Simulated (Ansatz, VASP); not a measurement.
**One calculation of Ga7FeAs8, two programs**

Contents of INCAR:

```
PREC     = Accurate       # precision mode
ENCUT    = 520            # plane-wave cutoff, eV
EDIFF    = 1E-6           # SCF threshold, eV
ISMEAR   = 0              # smearing method
SIGMA    = 0.05           # smearing width, eV
LREAL    = Auto         
LASPH    = T              # aspherical terms in the spheres
NELM     = 150            # most SCF steps
ALGO     = Normal         # electronic algorithm
ISIF     = 2              # what is computed and relaxed
LWAVE    = F              # write WAVECAR
LCHARG   = F              # write CHGCAR
LMAXMIX  = 4              # l up to which the mixer works
LDAU     = T              # DFT+U
LDAUTYPE = 2            
LDAUL    = 2 -1 -1        # shell
LDAUU    = 4 0 0          # U, eV
LDAUJ    = 0 0 0        
LDAUPRINT= 1            
GGA      = PS             # functional
NBANDS   = 84             # bands
```

KPOINTS

```
Automatic mesh
0
Gamma
  3 3 3
```

POSCAR

```
Ga7FeAs8
1.0
    0.0000000000      5.6537000000      5.6537000000
    5.6537000000      0.0000000000      5.6537000000
    5.6537000000      5.6537000000      0.0000000000
Fe Ga As
1 7 8
Direct
    0.0000000000      1.0000000000      0.0000000000
    0.0006835677      0.0006835677      0.4993164323
    0.0006835677      0.4993164323      0.0006835677
    0.0006835677      0.4993164323      0.4993164323
    0.4993164323      0.0006835677      0.0006835677
    0.4993164323      0.0006835677      0.4993164323
    0.4993164323      0.4993164323      0.0006835677
    0.5000000000      0.5000000000      0.5000000000
    0.1242158626      0.1242158626      0.1242158626
    0.1242158626      0.1242158626      0.6273524122
    0.1242158626      0.6273524122      0.1242158626
    0.1246499955      0.6251166682      0.6251166682
    0.6273524122      0.1242158626      0.1242158626
    0.6251166682      0.1246499955      0.6251166682
    0.6251166682      0.6251166682      0.1246499955
    0.6251166682      0.6251166682      0.6251166682
```

Input for Ansatz:

```yaml
crystal:
  lattice:
    - [0.0, 5.6537, 5.6537]
    - [5.6537, 0.0, 5.6537]
    - [5.6537, 5.6537, 0.0]
  atoms:
    - { symbol: Fe, position: [0.0, 1.0, 0.0] }
    - { symbol: Ga, position: [0.0006835677, 0.0006835677, 0.4993164323] }
    - { symbol: Ga, position: [0.0006835677, 0.4993164323, 0.0006835677] }
    - { symbol: Ga, position: [0.0006835677, 0.4993164323, 0.4993164323] }
    - { symbol: Ga, position: [0.4993164323, 0.0006835677, 0.0006835677] }
    - { symbol: Ga, position: [0.4993164323, 0.0006835677, 0.4993164323] }
    - { symbol: Ga, position: [0.4993164323, 0.4993164323, 0.0006835677] }
    - { symbol: Ga, position: [0.5, 0.5, 0.5] }
    - { symbol: As, position: [0.1242158626, 0.1242158626, 0.1242158626] }
    - { symbol: As, position: [0.1242158626, 0.1242158626, 0.6273524122] }
    - { symbol: As, position: [0.1242158626, 0.6273524122, 0.1242158626] }
    - { symbol: As, position: [0.1246499955, 0.6251166682, 0.6251166682] }
    - { symbol: As, position: [0.6273524122, 0.1242158626, 0.1242158626] }
    - { symbol: As, position: [0.6251166682, 0.1246499955, 0.6251166682] }
    - { symbol: As, position: [0.6251166682, 0.6251166682, 0.1246499955] }
    - { symbol: As, position: [0.6251166682, 0.6251166682, 0.6251166682] }
basis:
  ecutwfc: 420
  ecutrho_ratio: 4
kpoints:
  mp_grid: { grid: [3, 3, 3] }
hamiltonian:
  xc: pbesol
  hubbard: { sites: [{ site: 0, l: d, u_eff: 4.0 }] }
scf:
  occupations: { method: gaussian, width: 0.05 }
  lower_state_search: "off"
  max_iter: 150
output:
  forces: true
  stress: true
  eigenvalues: true
  populations: true
  hubbard: { sites: [{ site: 0, l: d }] }
```

Alike in both runs: task single point; functional PBEsol; k mesh 3 × 3 × 3; occupations gaussian, width 0.05 eV; no spin polarisation; Hubbard terms Fe d U = 4.0 eV.

|  | VASP | Ansatz |
| --- | --- | --- |
| version | VASP 6.6.1 | Ansatz 0.2.0 |
| potentials or method | VASP PAW PBE potentials, release 64 (Fe, Ga_d, As), cutoff 520 eV | scalar-relativistic, plane waves, PAW |
| valence electrons in the cell | 139 | 227 |

```tsv
	VASP	Ansatz	Ansatz less VASP
gap on the k mesh at the Fermi level (eV)	none	none	-
pressure (GPa)	-1.4	-1.6	-0.18
rms of the force components (eV/Å)	0.337	0.334	-0.0024
```

VASP's potentials were made for PBE, not for PBEsol. The programs project onto different local orbitals, so the same U acts differently, and such runs can settle in different states. Atom by atom the forces differ by 0.004 eV/Å (rms over components). A gap of «none» marks a metal or a gap that the smearing closes. VASP's potentials hold 139 valence electrons a cell and Ansatz's 227, so a difference there can come from the potentials and not from the codes. Ansatz's warnings: filled band counts differ across k points.
